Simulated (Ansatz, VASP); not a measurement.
**One calculation of Zr, two programs**

The input INCAR:

```
PREC = Accurate
ENCUT = 600
EDIFF = 1E-6
ISMEAR = 0
SIGMA = 0.1
LREAL = False
LASPH = True
NELM = 100
ALGO = Fast
ISIF = 3
LWAVE = False
LCHARG = False
GGA = PS
IBRION = 2
NSW = 90
EDIFFG = -0.04
```

The input KPOINTS:

```
regular mesh
0
Gamma
  4 4 4
```

Contents of POSCAR:

```
Zr
1.0
    5.7542859044      0.0000000000      0.0000000000
    0.0000000000      5.7542859044      0.0000000000
    0.0000000000      0.0000000000      5.7542859044
Zr
8
Direct
    0.5000000000      0.5000000000      0.5000000000
    0.0000000000      0.0000000000      0.0000000000
    0.2500000000      0.0000000000      0.5000000000
    0.5000000000      0.2500000000      0.0000000000
    0.5000000000      0.7500000000      0.0000000000
    0.7500000000      0.0000000000      0.5000000000
    0.0000000000      0.5000000000      0.7500000000
    0.0000000000      0.5000000000      0.2500000000
```

Input for Ansatz:

```yaml
crystal:
  lattice:
    - [5.7542859044, 0.0, 0.0]
    - [0.0, 5.7542859044, 0.0]
    - [0.0, 0.0, 5.7542859044]
  atoms:
    - { symbol: Zr, position: [0.5, 0.5, 0.5] }
    - { symbol: Zr, position: [0.0, 0.0, 0.0] }
    - { symbol: Zr, position: [0.25, 0.0, 0.5] }
    - { symbol: Zr, position: [0.5, 0.25, 0.0] }
    - { symbol: Zr, position: [0.5, 0.75, 0.0] }
    - { symbol: Zr, position: [0.75, 0.0, 0.5] }
    - { symbol: Zr, position: [0.0, 0.5, 0.75] }
    - { symbol: Zr, position: [0.0, 0.5, 0.25] }
basis:
  ecutwfc: 420
kpoints:
  mp_grid: { grid: [4, 4, 4] }
hamiltonian:
  xc: pbesol
scf:
  occupations: { method: gaussian, width: 0.1 }
  lower_state_search: "off"
output:
  forces: true
  stress: true
  eigenvalues: true
relax:
  adjacent_minimum: "off"
  f_tol: 0.04
  max_steps: 70
  cell: { stress_tol: 0.4 }
```

Alike in both runs: task relaxation of cell and atoms; functional PBEsol; k mesh 4 × 4 × 4; occupations gaussian, width 0.1 eV; no spin polarisation.

|  | VASP | Ansatz |
| --- | --- | --- |
| version | VASP 6.6.1 | Ansatz 0.2.0 |
| potentials or method | VASP PAW PBE potentials, release 64 (Zr_sv), cutoff 600 eV | scalar-relativistic, plane waves, PAW |
| valence electrons in the cell | 96 | 96 |

```csv
,VASP,Ansatz,Ansatz less VASP
"gap on the k mesh at the Fermi level, each at its own relaxed structure (eV)",none,none,-
relaxed volume (Å³/atom),22.01,21.98,-0.032
relaxed length of the cell vector where the two differ most in proportion (Å),5.605,5.602,-0.0027
```

VASP's potentials were made for PBE, not for PBEsol. A gap of «none» marks a metal or a gap that the smearing closes.
